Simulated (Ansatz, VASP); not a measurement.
One calculation of Cu, two programs

File INCAR:

```
ALGO     = Fast           # electronic algorithm
EDIFF    = 1E-6           # SCF threshold, eV
ENCUT    = 520            # plane-wave cutoff, eV
GGA      = PE             # functional
ISIF     = 2              # what is computed and relaxed
ISMEAR   = 0              # smearing method
LASPH    = T              # aspherical terms in the spheres
LCHARG   = F              # write CHGCAR
LREAL    = F              # projectors in reciprocal space
LWAVE    = F              # write WAVECAR
NBANDS   = 12             # bands
NELM     = 60             # most SCF steps
PREC     = Accurate       # precision mode
SIGMA    = 0.15           # smearing width, eV
```

The input KPOINTS:

```
k-points
0
Gamma
  28 28 28
```

The input POSCAR:

```
Cu
1.0
    0.0000000000      1.8148741282      1.7695022750
    1.8148741282      0.0000000000      1.7695022750
    1.8148741282      1.8148741282      0.0000000000
Cu
1
Direct
    0.0000000000      0.0000000000      0.0000000000
```

Input for Ansatz:

```yaml
crystal:
  lattice:
    - [0.0, 1.8148741282, 1.769502275]
    - [1.8148741282, 0.0, 1.769502275]
    - [1.8148741282, 1.8148741282, 0.0]
  atoms:
    - { symbol: Cu, position: [0.0, 0.0, 0.0] }
basis:
  ecutwfc: 420
kpoints:
  mp_grid: { grid: [28, 28, 28] }
hamiltonian:
  xc: pbe
scf:
  occupations: { method: gaussian, width: 0.15 }
output:
  forces: true
  stress: true
  eigenvalues: true
  write_density: true
  write_potential: true
  elf: true
  volumetric_format: npy
```

Change from the starting cell: strain +0.000 along x and y, -0.025 along z, atoms carried along.

Alike in both runs: task single point; functional PBE; k mesh 28 × 28 × 28; occupations gaussian, width 0.15 eV; no spin polarisation.

|  | VASP | Ansatz |
| --- | --- | --- |
| version | VASP 6.6.1 | Ansatz 0.2.0 |
| potentials or method | VASP PAW PBE potentials, release 64 (Cu), cutoff 520 eV | scalar-relativistic, plane waves, PAW |
| valence electrons in the cell | 11 | 19 |

```tsv
	VASP	Ansatz	Ansatz less VASP
gap on the k mesh at the Fermi level (eV)	none	none	-
pressure (GPa)	4.2	3.8	-0.39
traceless stress, the component that is largest in VASP (GPa)	0.94	0.95	+0.012
```

A gap of «none» marks a metal or a gap that the smearing closes. VASP's potentials hold 11 valence electrons a cell and Ansatz's 19, so a difference there can come from the potentials and not from the codes.
